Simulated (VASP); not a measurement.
Wanted: the native input for a VASP 6.6.1 run.

```
Task                   : single point
Functional             : PBE
Potentials or basis    : VASP PAW PBE potentials, release 64 (Be, Cd, O)
Cutoff                 : 520 eV
k mesh                 : 6 × 6 × 4
Occupations            : gaussian, width 0.1 eV
Spin                   : no spin polarisation
Dipole correction      : no
Further INCAR settings : ALGO = Normal; EDIFF = 1e-06; NBANDS = 25
```

The structure of Be2Cd2O lies in POSCAR:

```
Be2Cd2O
1.0
    3.6938945900      0.0000000000      0.0000000000
   -1.8469473000      3.1990065600      0.0000000000
    0.0000000000      0.0000000000      6.2534579500
Be Cd O
2 2 1
Direct
    0.3333333300      0.6666666700      0.6318000000
    0.6666666700      0.3333333300      0.3682000000
    0.3333333300      0.6666666700      0.2606000000
    0.6666666700      0.3333333300      0.7394000000
    0.0000000000      0.0000000000      0.0000000000
```

These files were run (other wordings do the same):

INCAR

```
SYSTEM = Be2Cd2O
ALGO = Normal ; EDIFF = 1E-6
ENCUT = 520 ; GGA = PE
ISIF = 2 ; ISMEAR = 0
LASPH = .TRUE. ; LCHARG = .FALSE.
LREAL = .FALSE. ; LWAVE = .FALSE.
NBANDS = 25 ; NELM = 60
PREC = Accurate ; SIGMA = 0.1
```

KPOINTS

```
k-points
0
G
  6 6 4
  0 0 0
```

Potentials or basis: VASP PAW PBE potentials, release 64 (Be, Cd, O).

The run is started by

```console
$ cat potpaw_PBE.64/Be/POTCAR potpaw_PBE.64/Cd/POTCAR potpaw_PBE.64/O/POTCAR > POTCAR
$ mpirun -np 1 vasp_std > vasp.out
```

Results of the run:

```yaml
Pressure: 7.3 GPa
Largest_force: 3.646 eV/Å
Band_gap_on_the_k_mesh: zero (band 17 reaches 5.06 eV, above the bottom of band 18 at 2.50 eV)
```

Caveat: forces of over 1 eV/Å act on the atoms, so gaps and moduli don't describe the material at rest.

It took 19 s on 1 thread of Intel(R) Xeon(R) 6975P-C (Granite Rapids) (shared host), peak memory 0.2 GiB.
